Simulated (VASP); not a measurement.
# TaH4 (I4/m) in VASP: relaxation of cell and atoms with PBE

Aim: the relaxation of cell and atoms of TaH4 with PBE.

All numbers are computed with VASP 6.6.1; they aren't measurements. Logs are shortened: lines on timing, memory, paths and dates and some standing lists are left out, and cuts for length are marked.

## (1) The cell of the first run

The structure is tetragonal, space group I4/m (No. 87). Conventional cell: a = 4.565 Å, b = 4.565 Å, c = 2.865 Å, α = 90.00°, β = 90.00°, γ = 90.00°. Within 2.7 Å of Ta (site symmetry 4/m) lie 12 H at 2.02 Å. Within 2.6 Å of H (site symmetry m) lie 9 H at 1.97 to 2.13 Å and 3 Ta at 2.02 Å.

## (2) Relaxation of cell and atoms, PBE

INCAR reads:

```
PREC = Accurate
ENCUT = 600
EDIFF = 1E-7
ISMEAR = 0
SIGMA = 0.1
LREAL = False
LASPH = True
NELM = 80
ALGO = Normal
ISIF = 3
LWAVE = False
LCHARG = False
GGA = PE
IBRION = 2
NSW = 100
EDIFFG = -0.01
```

KPOINTS reads:

```
Automatic mesh
0
Gamma
  12 12 12
```

POSCAR reads:

```
TaH4
1.0
   -2.2827063121      2.2827063121      1.4323451830
    2.2827063121     -2.2827063121      1.4323451830
    2.2827063121      2.2827063121     -1.4323451830
Ta H
1 4
Direct
    0.5000000000      0.5000000000      0.0000000000
    0.8913418102      0.7062635025      0.5976053127
    0.2937364975      0.8913418102      0.1850783077
    0.7062635025      0.1086581898      0.8149216923
    0.1086581898      0.2937364975      0.4023946873
```

Potentials or basis: VASP PAW PBE potentials, release 64 (Ta_pv, H).

On the command line:

```console
$ cat potpaw_PBE.64/Ta_pv/POTCAR potpaw_PBE.64/H/POTCAR > POTCAR
$ mpirun -np 1 vasp_std > vasp.out
```

OUTCAR:

```text
PREC = Accurate
   ENCUT = 600
   EDIFF = 1E-7
   ISMEAR = 0
   LREAL = False
   LASPH = True
   NELM = 80
   ISIF = 3
   GGA = PE
   IBRION = 2
   NSW = 100
   EDIFFG = -0.01

 ion  position               nearest neighbor table
   1  0.500  0.500  0.000-   2 2.02   5 2.02   4 2.02   3 2.02   3 2.02   4 2.02   2 2.02   5 2.02
                             5 2.02   2 2.02   4 2.02   3 2.02
   2  0.891  0.706  0.598-   1 2.02   1 2.02   1 2.02
   3  0.294  0.891  0.185-   1 2.02   1 2.02   1 2.02
   4  0.706  0.109  0.815-   1 2.02   1 2.02   1 2.02
   5  0.109  0.294  0.402-   1 2.02   1 2.02   1 2.02

  LATTYP: Found a body centered tetragonal cell.
 ALAT       =     4.5654126242
 C/A-ratio  =     0.6274767697

  Lattice vectors:

 A1 = (  -2.2827063121,   2.2827063121,   1.4323451830)
 A2 = (   2.2827063121,  -2.2827063121,   1.4323451830)
 A3 = (   2.2827063121,   2.2827063121,  -1.4323451830)

Analysis of symmetry for initial positions (statically):
=====================================================================
 Subroutine PRICEL returns:
 Original cell was already a primitive cell.

 Routine SETGRP: Setting up the symmetry group for a
 body centered tetragonal supercell.

 Subroutine GETGRP returns: Found  8 space group operations
 (whereof  8 operations were pure point group operations)
 out of a pool of 16 trial point group operations.

The static configuration has the point symmetry C_4h.

Analysis of symmetry for dynamics (positions and initial velocities):
=====================================================================
 Subroutine PRICEL returns:
 Original cell was already a primitive cell.

 Routine SETGRP: Setting up the symmetry group for a
 body centered tetragonal supercell.

 Subroutine GETGRP returns: Found  8 space group operations
 (whereof  8 operations were pure point group operations)
 out of a pool of 16 trial point group operations.

The dynamic configuration has the point symmetry C_4h.

 Subroutine INISYM returns: Found  8 space group operations
 (whereof  8 operations are pure point group operations),
 and found     1 'primitive' translations

----------------------------------------------------------------------------------------

                                     Primitive cell

  volume of cell :      29.8544

  direct lattice vectors                    reciprocal lattice vectors
    -2.282706312  2.282706312  1.432345183     0.000000000  0.219038252  0.349077866
     2.282706312 -2.282706312  1.432345183     0.219038252  0.000000000  0.349077866
     2.282706312  2.282706312 -1.432345183     0.219038252  0.219038252  0.000000000

  length of vectors
     3.531728888  3.531728888  3.531728888     0.412108132  0.412108132  0.309766866

  position of ions in fractional coordinates (direct lattice)
     0.500000000  0.500000000  0.000000000
     0.891341810  0.706263503  0.597605313
     0.293736497  0.891341810  0.185078308
     0.706263503  0.108658190  0.814921692
     0.108658190  0.293736497  0.402394687

  ion indices of the primitive-cell ions
   primitive index   ion index
                 1           1
                 2           2
                 3           3
                 4           4
                 5           5

----------------------------------------------------------------------------------------

 KPOINTS: Automatic mesh

Automatic generation of k-mesh.
 Grid dimensions read from file:
 generate k-points for:   12   12   12

 Generating k-lattice:

  Cartesian coordinates                     Fractional coordinates (reciprocal lattice)
     0.000000000  0.018253188  0.029089822     0.083333333  0.000000000 -0.000000000
     0.018253188  0.000000000  0.029089822     0.000000000  0.083333333 -0.000000000
     0.018253188  0.018253188  0.000000000     0.000000000  0.000000000  0.083333333

  Length of vectors
     0.034342344  0.034342344  0.025813906

  Shift w.r.t. Gamma in fractional coordinates (k-lattice)
     0.000000000  0.000000000  0.000000000

 Subroutine IBZKPT returns following result:
 ===========================================

 Found    242 irreducible k-points:

 Following reciprocal coordinates:
            Coordinates               Weight
  0.000000  0.000000  0.000000      1.000000
  0.083333 -0.000000  0.000000      8.000000
  0.166667 -0.000000  0.000000      8.000000
  0.250000 -0.000000  0.000000      8.000000
  0.333333  0.000000  0.000000      8.000000
  0.416667 -0.000000  0.000000      8.000000
[... 16 lines left out ...]
 -0.250000  0.083333  0.000000      8.000000
 -0.083333  0.250000  0.000000      8.000000
 [... further k-points ...]
   k-points           NKPTS =    242   k-points in BZ     NKDIM =    242   number of bands    NBANDS=     11
   number of dos      NEDOS =    301   number of ions     NIONS =      5
   total plane-waves  NPLWV =  21952
   dimension x,y,z NGX =    28 NGY =   28 NGZ =   28
   dimension x,y,z NGXF=    56 NGYF=   56 NGZF=   56
   ions per type =               1   4
   NGX,Y,Z   is equivalent  to a cutoff of  13.18, 13.18, 13.18 a.u.
   NGXF,Y,Z  is equivalent  to a cutoff of  26.36, 26.36, 26.36 a.u.
 SYSTEM =  unknown system
   PREC   = accura    normal or accurate (medium, high low for compatibility)
   ISTART =      0    job   : 0-new  1-cont  2-samecut
   ICHARG =      2    charge: 1-file 2-atom 10-const
   ISPIN  =      1    spin polarized calculation?
   LNONCOLLINEAR =      F non collinear calculations
   LSORBIT =      F    spin-orbit coupling
   LASPH  =      T    aspherical Exc in radial PAW
   ENCUT  =  600.0 eV  44.10 Ry    6.64 a.u.   7.05  7.05  7.05*2*pi/ulx,y,z
   NELM   =     80;   NELMIN=  2; NELMDL= -5     # of ELM steps
   EDIFF  = 0.1E-06   stopping-criterion for ELM
   LREAL  =      F    real-space projection
   EDIFFG = -.1E-01   stopping-criterion for IOM
   NSW    =    100    number of steps for IOM
   IBRION =      2    ionic relax: 0-MD 1-quasi-New 2-CG
   NFREE  =      1    steps in history (QN), initial steepest desc. (CG)
   ISIF   =      3    stress and relaxation
   ISYM   =      2    0-nonsym 1-usesym 2-fastsym
   POTIM  = 0.5000    time-step for ionic-motion
   TEBEG  =    0.0;   TEEND  =   0.0 temperature during run
   PSTRESS=    0.0 pullay stress
   NELECT =      15.0000    total number of electrons
   NUPDOWN=      -1.0000    fix difference up-down
   EMIN   =  10.00;   EMAX   =-10.00  energy-range for DOS
   EFERMI =   0.00;   METHOD = LEGACY
   ISMEAR =     0;   SIGMA  =   0.10  broadening in eV -4-tet -1-fermi 0-gaus
   EFERMI_NEDOS =   21; number of points for ismear=-14 and -15
   IALGO  =     38    algorithm
   IMIX   =      4    mixing-type and parameters
     AMIX     =   0.40;   BMIX     =  1.00
     AMIX_MAG =   1.60;   BMIX_MAG =  1.00
  volume/ion in A,a.u.               =       5.97        40.29
  Fermi-wavevector in a.u.,A,eV,Ry     =   1.301475  2.459432 23.046072  1.693838
  Thomas-Fermi vector in A             =   2.432607
   LORBIT       =      0    0 simple, 1 ext, 2 COOP (PROOUT), +10 PAW based schemes
   GGA     = PE    functional components
   LHFCALC =     F    Hartree Fock is set to
   AEXX    =    0.0000 exact exchange contribution
   IVDW    =     0    specifies the selected vdW correction
   LEPSILON=     F    determine dielectric tensor
   LRPA    =     F    only Hartree local field effects (RPA)
 conjugate gradient relaxation of ions
 non-spin polarized calculation
 Gauss-broadening in eV      SIGMA  =   0.10
  energy-cutoff  :      600.00
  volume of cell :       29.85
 maximum number of plane-waves:      1014
   NGX = 15   NGY = 15   NGZ = 15

--------------------------------------- Ionic step        1  -------------------------------------------

 number of electron      15.0000001 magnetization

 Free energy of the ion-electron system (eV)
  ---------------------------------------------------
  ext. energy  EPLUGINS =         0.00000000
  ---------------------------------------------------
  free energy    TOTEN  =       -24.58567092 eV

  energy without entropy =      -24.57805203  energy(sigma->0) =      -24.58186148

------------------------ aborting loop because EDIFF is reached ----------------------------------------

  FORCE on cell =-STRESS in cart. coord.  units (eV):
  Direction    XX          YY          ZZ          XY          YZ          ZX
  --------------------------------------------------------------------------------------
  -------------------------------------------------------------------------------------
  Total       -0.1419699     -0.1419699      0.6138719     -0.0000000      0.0000000     -0.0000000
  in kB       -7.6190176     -7.6190176     32.9443245     -0.0000014      0.0000000     -0.0000000
  external PRESSURE =       5.9020964 kB  Pullay stress =       0.0000000 kB
[... 258 lines left out ...]
  energy  without entropy=      -24.5834411250  energy(sigma->0) =      -24.58729810

--------------------------------------- Ionic step        8  -------------------------------------------

 number of electron      15.0000000 magnetization

 Free energy of the ion-electron system (eV)
  ---------------------------------------------------
  ext. energy  EPLUGINS =         0.00000000
  ---------------------------------------------------
  free energy    TOTEN  =       -24.59115985 eV

  energy without entropy =      -24.58344178  energy(sigma->0) =      -24.58730082

 E-fermi :   5.2246     XC(G=0): -11.7646

 val. band max:        5.2234130419   @ k =  -0.0833  -0.4167   0.0833
 cond. band min:       5.2263302795   @ k =   0.3333   0.3333   0.1667
 fundamental gap:      0.0029172376
 Fermi energy:         5.2245903005

 k-point     1 :       0.0000    0.0000    0.0000
  band No.  band energies     occupation
      1     -30.2576      2.00000
      2     -30.2576      2.00000
      3     -29.9164      2.00000
      4      -7.6875      2.00000
      5      -0.7259      2.00000
      6       2.4742      2.00000
      7       4.5150      2.00000
      8       4.5150      2.00000
      9       6.2062      0.00000
     10       6.2062      0.00000
     11       6.4742      0.00000
[... 309 lines left out ...]
 k-point    24 :      -0.0833    0.2500    0.0000
  band No.  band energies     occupation
      1     -30.2951      2.00000
      2     -30.2554      2.00000
      3     -30.1207      2.00000
      4      -6.4574      2.00000
      5      -0.8172      2.00000
      6       1.3184      2.00000
      7       2.6248      2.00000
      8       4.5738      2.00000
      9       5.6557      0.00000
     10       8.3084      0.00000
     11       9.2171      0.00000

 [... further k-points ...]
[... 5 lines left out ...]
  --------------------------------------------------------------------------------------
  -------------------------------------------------------------------------------------
  Total       -0.0057905     -0.0057905      0.0190206     -0.0000000      0.0000000      0.0000000
  in kB       -0.3095273     -0.3095273      1.0167374     -0.0000009      0.0000000      0.0000000
  external PRESSURE =       0.1325609 kB  Pullay stress =       0.0000000 kB
[... 20 lines left out ...]
  FREE ENERGIE OF THE ION-ELECTRON SYSTEM (eV)
  ---------------------------------------------------
  free  energy   TOTEN  =       -24.5911598521 eV

  energy  without entropy=      -24.5834417791  energy(sigma->0) =      -24.58730082

 reached required accuracy - stopping structural energy minimisation
```

Run time: 11 min. Hardware: 1 thread of Intel Xeon Platinum 8259CL at 2.50GHz (Skylake/Cascade Lake), shared host; peak memory 0.26 GiB.

Results:

```yaml
Free_energy: -24.5912 eV
Relaxed_volume: 5.99 Å³/atom
Relaxed_cell: a = 3.529 Å, b = 3.529 Å, c = 3.529 Å, α = 99.68°, β = 99.68°, γ = 131.59°
Space_group_after_relaxing_to_0.1_Å: I4/m (No. 87)
Energy_gained_by_relaxing: 1.1 meV/atom
Ionic_steps: 8
Pressure_after_relaxing: 0.0 GPa
Largest_force_after_relaxing: 0.010 eV/Å
Band_gap_on_the_k_mesh: zero (an odd number of electrons rules out a gap without spin polarisation)
```

Forces on the atoms (eV/Å):
```
Ta   0.000  0.000  0.000
H   -0.002 -0.010  0.000
H   -0.010  0.002  0.000
H    0.010 -0.002  0.000
H    0.002  0.010  0.000
```

Step by step:
| step | energy change (eV) | largest force (eV/Å) | pressure (GPa) | volume (Å³) |
| --- | --- | --- | --- | --- |
| 1 | 0.0000 | 0.0640 | 0.59 | 29.85 |
| 2 | -0.0035 | 0.0569 | -0.14 | 29.95 |
| 3 | -0.0044 | 0.0511 | -0.75 | 30.03 |
| 4 | -0.0051 | 0.0256 | 0.02 | 29.91 |
| 5 | -0.0052 | 0.0187 | 0.24 | 29.88 |
| 6 | -0.0054 | 0.0137 | 0.17 | 29.91 |
| 7 | -0.0055 | 0.0106 | -0.01 | 29.98 |
| 8 | -0.0055 | 0.0098 | 0.01 | 29.97 |

Final structure:
```
CELL_PARAMETERS angstrom
-2.27583 2.27583 1.44672
2.27583 -2.27583 1.44672
2.27583 2.27583 -1.44672
ATOMIC_POSITIONS crystal
Ta 0.50000 0.50000 0.00000
H 0.89074 0.70955 0.60029
H 0.29045 0.89074 0.18118
H 0.70955 0.10927 0.81882
H 0.10927 0.29045 0.39971
```

Caveat: spin-orbit coupling is left out, which moves the levels of the heavy elements.
